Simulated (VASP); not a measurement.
# ZnSe (F-43m) in VASP: single point with r2SCAN

Aim: the single point of ZnSe with r2SCAN.

All numbers are computed with VASP 6.6.1; they aren't measurements. Logs are shortened: lines on timing, memory, paths and dates and some standing lists are left out, and cuts for length are marked.

## 1. The cell of the first run

It takes space group F-43m (No. 216, cubic). The conventional cell has a = 5.891 Å, b = 5.891 Å, c = 5.891 Å, α = 90.00°, β = 90.00°, γ = 90.00°. Within 3.4 Å of Zn (site symmetry -43m) lie 4 Se at 2.55 Å. Within 3.4 Å of Se (site symmetry -43m) lie 4 Zn at 2.55 Å.

## 2. Single point, r2SCAN, non-collinear spin, zero start, spin-orbit coupling (strain +4.0%)

Input file POSCAR:

```
ZnSe
1.0
    0.0000000000      2.9457175118      2.9457175118
    2.9457175118      0.0000000000      2.9457175118
    2.9457175118      2.9457175118      0.0000000000
Zn Se
1 1
Direct
    0.0000000000      0.0000000000      0.0000000000
    0.2500000000      0.2500000000      0.2500000000
```

Input file INCAR.step1:

```
SYSTEM = ZnSe
  PREC = Accurate
  ENCUT = 520
  ISMEAR = -1
  SIGMA = 0.02
  LREAL = .False.
  LASPH = .True.
  NELM = 150
  MAGMOM = 0 0 0 0 0 0
  LSORBIT = .True.
  GGA_COMPAT = .False.
  NBANDS = 30
  GGA = PE
  ALGO = Normal
  EDIFF = 1E-4
  LWAVE = .True.
  LCHARG = .False.
```

Input file INCAR.step2:

```
SYSTEM = ZnSe
  PREC = Accurate
  ENCUT = 520
  EDIFF = 1E-7
  ISMEAR = -1
  SIGMA = 0.02
  LREAL = .False.
  LASPH = .True.
  NELM = 150
  ALGO = Normal
  ISIF = 2
  LWAVE = .False.
  LCHARG = .False.
  MAGMOM = 0 0 0 0 0 0
  LORBIT = 11
  LSORBIT = .True.
  GGA_COMPAT = .False.
  LORBMOM = .True.
  METAGGA = R2SCAN
  LMIXTAU = .True.
  NBANDS = 30
  ISTART = 1
```

Input file KPOINTS:

```
regular mesh
0
Gamma
  8 8 8
  0 0 0
```

Potentials or basis: VASP PAW PBE potentials, release 64 (Zn, Se).

The run is started by

```
> cat potpaw_PBE.64/Zn/POTCAR potpaw_PBE.64/Se/POTCAR > POTCAR
> cp INCAR.step1 INCAR
> mpirun -np 1 vasp_ncl > vasp.out
> cp INCAR.step2 INCAR
> mpirun -np 1 vasp_ncl > vasp.out
```

OUTCAR:

```text
SYSTEM = ZnSe
   PREC = Accurate
   ENCUT = 520
   EDIFF = 1E-7
   ISMEAR = -1
   LREAL = .False.
   LASPH = .True.
   NELM = 150
   ISIF = 2
   LORBIT = 11
   LSORBIT = .True.
   METAGGA = R2SCAN
   ISTART = 1

 ion  position               nearest neighbor table
   1  0.000  0.000  0.000-   2 2.55   2 2.55   2 2.55   2 2.55
   2  0.250  0.250  0.250-   1 2.55   1 2.55   1 2.55   1 2.55

  LATTYP: Found a face centered cubic cell.
 ALAT       =     5.8914350236

  Lattice vectors:

 A1 = (   0.0000000000,   2.9457175118,   2.9457175118)
 A2 = (   2.9457175118,   0.0000000000,   2.9457175118)
 A3 = (   2.9457175118,   2.9457175118,   0.0000000000)

Analysis of symmetry for initial positions (statically):
=====================================================================
 Subroutine PRICEL returns:
 Original cell was already a primitive cell.

 Routine SETGRP: Setting up the symmetry group for a
 face centered cubic supercell.

 Subroutine GETGRP returns: Found 24 space group operations
 (whereof 24 operations were pure point group operations)
 out of a pool of 48 trial point group operations.

The static configuration has the point symmetry T_d .

Analysis of symmetry for dynamics (positions and initial velocities):
=====================================================================
 Subroutine PRICEL returns:
 Original cell was already a primitive cell.

 Routine SETGRP: Setting up the symmetry group for a
 face centered cubic supercell.

 Subroutine GETGRP returns: Found 24 space group operations
 (whereof 24 operations were pure point group operations)
 out of a pool of 48 trial point group operations.

The dynamic configuration has the point symmetry T_d .

Analysis of structural, dynamic, and magnetic symmetry:
=====================================================================
 Subroutine PRICEL returns:
 Original cell was already a primitive cell.

 Routine SETGRP: Setting up the symmetry group for a
 face centered cubic supercell.

 Subroutine GETGRP returns: Found 24 space group operations
 (whereof 24 operations were pure point group operations)
 out of a pool of 48 trial point group operations.

The overall configuration has the point symmetry T_d .

 Subroutine INISYM returns: Found 24 space group operations
 (whereof 24 operations are pure point group operations),
 and found     1 'primitive' translations

----------------------------------------------------------------------------------------

                                     Primitive cell

  volume of cell :      51.1215

  direct lattice vectors                    reciprocal lattice vectors
     0.000000000  2.945717512  2.945717512    -0.169737932  0.169737932  0.169737932
     2.945717512  0.000000000  2.945717512     0.169737932 -0.169737932  0.169737932
     2.945717512  2.945717512  0.000000000     0.169737932  0.169737932 -0.169737932

  length of vectors
     4.165873656  4.165873656  4.165873656     0.293994723  0.293994723  0.293994723

  position of ions in fractional coordinates (direct lattice)
     0.000000000  0.000000000  0.000000000
     0.250000000  0.250000000  0.250000000

  ion indices of the primitive-cell ions
   primitive index   ion index
                 1           1
                 2           2

----------------------------------------------------------------------------------------

 KPOINTS: regular mesh

Automatic generation of k-mesh.
 Grid dimensions read from file:
 generate k-points for:    8    8    8

 Generating k-lattice:

  Cartesian coordinates                     Fractional coordinates (reciprocal lattice)
    -0.021217242  0.021217242  0.021217242     0.125000000  0.000000000  0.000000000
     0.021217242 -0.021217242  0.021217242     0.000000000  0.125000000  0.000000000
     0.021217242  0.021217242 -0.021217242     0.000000000  0.000000000  0.125000000

  Length of vectors
     0.036749340  0.036749340  0.036749340

  Shift w.r.t. Gamma in fractional coordinates (k-lattice)
     0.000000000  0.000000000  0.000000000

[... 93 lines left out ...]
  ---------------------------------------------------
  ext. energy  EPLUGINS =         0.00000000
  ---------------------------------------------------
  free energy    TOTEN  =       -24.81545679 eV

  energy without entropy =      -24.81545679  energy(sigma->0) =      -24.81545679

 E-fermi :   0.8799     XC(G=0):  -9.3663

 val. band max:        0.4896727726   @ k =   0.0000   0.0000   0.0000
 cond. band min:       1.7499916029   @ k =   0.0000   0.0000   0.0000
 fundamental gap:      1.2603188303
 Fermi energy:         0.8799156068

 k-point     1 :       0.0000    0.0000    0.0000
  band No.  band energies     occupation
      1     -12.6443      1.00000
      2     -12.6443      1.00000
      3      -6.1114      1.00000
      4      -6.1114      1.00000
      5      -6.1114      1.00000
      6      -6.1114      1.00000
[... 781 lines left out ...]
     29      13.8435      0.00000
     30      13.8451      0.00000

 [... further k-points ...]

------------------------ aborting loop because EDIFF is reached ----------------------------------------

  FORCE on cell =-STRESS in cart. coord.  units (eV):
  Direction    XX          YY          ZZ          XY          YZ          ZX
  --------------------------------------------------------------------------------------
  -------------------------------------------------------------------------------------
  Total       -1.8595076     -1.8595076     -1.8595076      0.0000000      0.0000000      0.0000000
  in kB      -58.2780840    -58.2780840    -58.2780840      0.0000000      0.0000000      0.0000000
  external PRESSURE =     -58.2780840 kB  Pullay stress =       0.0000000 kB

 VOLUME and BASIS-vectors are now :
 -----------------------------------------------------------------------------
  energy-cutoff  :      520.00
  volume of cell :       51.12
      direct lattice vectors                 reciprocal lattice vectors
     0.000000000  2.945717512  2.945717512    -0.169737932  0.169737932  0.169737932
     2.945717512  0.000000000  2.945717512     0.169737932 -0.169737932  0.169737932
     2.945717512  2.945717512  0.000000000     0.169737932  0.169737932 -0.169737932

 POSITION                                       TOTAL-FORCE (eV/Angst)
 -----------------------------------------------------------------------------------
      0.00000      0.00000      0.00000         0.000000      0.000000      0.000000
      1.47286      1.47286      1.47286        -0.000000     -0.000000     -0.000000
 -----------------------------------------------------------------------------------
    total drift:                               -0.000000     -0.000000     -0.000000

  FREE ENERGIE OF THE ION-ELECTRON SYSTEM (eV)
  ---------------------------------------------------
  free  energy   TOTEN  =       -24.8154567907 eV

  energy  without entropy=      -24.8154567907  energy(sigma->0) =      -24.81545679

 orbital moment (x)

 # of ion     p       d       tot
 ----------------------------------------
  1         0.000   0.000   0.000
  2        -0.000  -0.000  -0.000
 ----------------------------------------
           -0.000   0.000   0.000

 orbital moment (y)

 # of ion     p       d       tot
 ----------------------------------------
  1         0.000   0.000   0.000
  2        -0.000  -0.000  -0.000
 ----------------------------------------
            0.000   0.000   0.000

 orbital moment (z)

 # of ion     p       d       tot
 ----------------------------------------
  1        -0.000  -0.000  -0.000
  2         0.000   0.000   0.000
 ----------------------------------------
           -0.000  -0.000  -0.000

 Spin-Orbit-Coupling matrix elements

 Ion:    1  E_soc:     -0.0077365
 l=   1
     0.0000000    -0.0003776    -0.0003776
    -0.0003776     0.0000000    -0.0003776
    -0.0003776    -0.0003776     0.0000000
 l=   2
     0.0000000    -0.0001837     0.0000000    -0.0001837    -0.0007281
    -0.0001837     0.0000000    -0.0005461    -0.0001837    -0.0001820
     0.0000000    -0.0005461     0.0000000    -0.0005461     0.0000000
    -0.0001837    -0.0001837    -0.0005461     0.0000000    -0.0001820
    -0.0007281    -0.0001820     0.0000000    -0.0001820     0.0000000
 l=   3
     0.0000000     0.0000000     0.0000000     0.0000000     0.0000000     0.0000000     0.0000000
     0.0000000     0.0000000     0.0000000     0.0000000     0.0000000     0.0000000     0.0000000
     0.0000000     0.0000000     0.0000000     0.0000000     0.0000000     0.0000000     0.0000000
     0.0000000     0.0000000     0.0000000     0.0000000     0.0000000     0.0000000     0.0000000
     0.0000000     0.0000000     0.0000000     0.0000000     0.0000000     0.0000000     0.0000000
     0.0000000     0.0000000     0.0000000     0.0000000     0.0000000     0.0000000     0.0000000
     0.0000000     0.0000000     0.0000000     0.0000000     0.0000000     0.0000000     0.0000000

 Ion:    2  E_soc:     -0.0358440
 l=   1
     0.0000000    -0.0059679    -0.0059679
    -0.0059679     0.0000000    -0.0059679
    -0.0059679    -0.0059679     0.0000000
 l=   2
     0.0000000    -0.0000032     0.0000000    -0.0000032    -0.0000029
    -0.0000032     0.0000000    -0.0000022    -0.0000032    -0.0000007
     0.0000000    -0.0000022     0.0000000    -0.0000022     0.0000000
    -0.0000032    -0.0000032    -0.0000022     0.0000000    -0.0000007
    -0.0000029    -0.0000007     0.0000000    -0.0000007     0.0000000
 l=   3
     0.0000000     0.0000000     0.0000000     0.0000000     0.0000000     0.0000000     0.0000000
     0.0000000     0.0000000     0.0000000     0.0000000     0.0000000     0.0000000     0.0000000
     0.0000000     0.0000000     0.0000000     0.0000000     0.0000000     0.0000000     0.0000000
     0.0000000     0.0000000     0.0000000     0.0000000     0.0000000     0.0000000     0.0000000
     0.0000000     0.0000000     0.0000000     0.0000000     0.0000000     0.0000000     0.0000000
     0.0000000     0.0000000     0.0000000     0.0000000     0.0000000     0.0000000     0.0000000
     0.0000000     0.0000000     0.0000000     0.0000000     0.0000000     0.0000000     0.0000000

 total charge

# of ion       s       p       d       tot
------------------------------------------
    1        0.486   0.360   9.796  10.642
    2        1.435   2.420   0.021   3.876
--------------------------------------------------
tot          1.921   2.780   9.817  14.518

 magnetization (x)

# of ion       s       p       d       tot
------------------------------------------
    1        0.000  -0.000  -0.000   0.000
    2       -0.000   0.000   0.000   0.000
--------------------------------------------------
tot          0.000  -0.000  -0.000   0.000

 magnetization (y)

# of ion       s       p       d       tot
------------------------------------------
    1        0.000   0.000   0.000   0.000
    2        0.000   0.000   0.000   0.000
--------------------------------------------------
tot          0.000   0.000   0.000   0.000

 magnetization (z)

# of ion       s       p       d       tot
------------------------------------------
    1       -0.000   0.000   0.000   0.000
    2        0.000   0.000   0.000   0.000
--------------------------------------------------
tot         -0.000   0.000   0.000   0.000
```

Run time: 5.5 min. Hardware: 1 thread of Intel Xeon 6975P-C (Granite Rapids), shared host; peak memory 0.42 GiB.

What came out:

```yaml
Free_energy: -24.8155 eV
Pressure: -5.8 GPa
Net_moment: 0.00 μB per cell
Valence_electrons_inside_the_program's_atomic_spheres: Zn 10.64; Se 3.88
```

Moments on the atoms (μB; x, y, z):
```
Zn  0.00 0.00 0.00
Se  0.00 0.00 0.00
```

Caveat: the cell differs from its parent crystal (strain +4.0%); the cell stands under tension; the PAW data sets were made with another functional, which shifts forces and pressure a little.
